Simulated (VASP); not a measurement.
Wanted: the native input for a VASP 6.6.1 run.

| Item | Value |
| --- | --- |
| Task | single point |
| Functional | PBE |
| Potentials or basis | VASP PAW PBE potentials, release 64 (Na_pv, I) |
| Cutoff | 520 eV |
| k mesh | 6 × 6 × 6 |
| Occupations | gaussian, width 0.02 eV |
| Spin | no spin polarisation |
| Dipole correction | no |
| Further INCAR settings | ALGO = Normal; EDIFF = 1e-06; NBANDS = 22 |

The structure of NaI lies in POSCAR:

```
NaI
1.0
    2.2395800637     -7.8809955871      0.0000000000
    2.2395800637      7.8809955871      0.0000000000
    0.0000000000      0.0000000000      4.5303915638
Na I
2 2
Direct
    0.8404662692      0.1595337308      0.7500000000
    0.1595337308      0.8404662692      0.2500000000
    0.6379058151      0.3620941849      0.7500000000
    0.3620941849      0.6379058151      0.2500000000
```

The input as run:

INCAR

```
SYSTEM = NaI
PREC = Accurate
ENCUT = 520
EDIFF = 1E-6
ISMEAR = 0
SIGMA = 0.02
LREAL = .False.
LASPH = .True.
NELM = 100
ALGO = Normal
ISIF = 2
LWAVE = .False.
LCHARG = .False.
GGA = PE
NBANDS = 22
```

KPOINTS

```
regular mesh
0
Gamma
  6 6 6
  0 0 0
```

Potentials or basis: VASP PAW PBE potentials, release 64 (Na_pv, I).

Command:

```bash
$ cat potpaw_PBE.64/Na_pv/POTCAR potpaw_PBE.64/I/POTCAR > POTCAR
$ mpirun -np 1 vasp_std > vasp.out
```

It gave:

| Property | Result |
| --- | --- |
| Pressure | 0.0 GPa |
| Band gap on the k mesh | 3.54 eV (least direct gap 3.58 eV) |

Caveat: spin-orbit coupling is left out, which moves the levels of the heavy elements.

Run time: 3.8 min on 1 thread of Intel(R) Xeon(R) Platinum 8559C (Emerald Rapids), with other jobs on the host, peak memory 0.46 GiB.
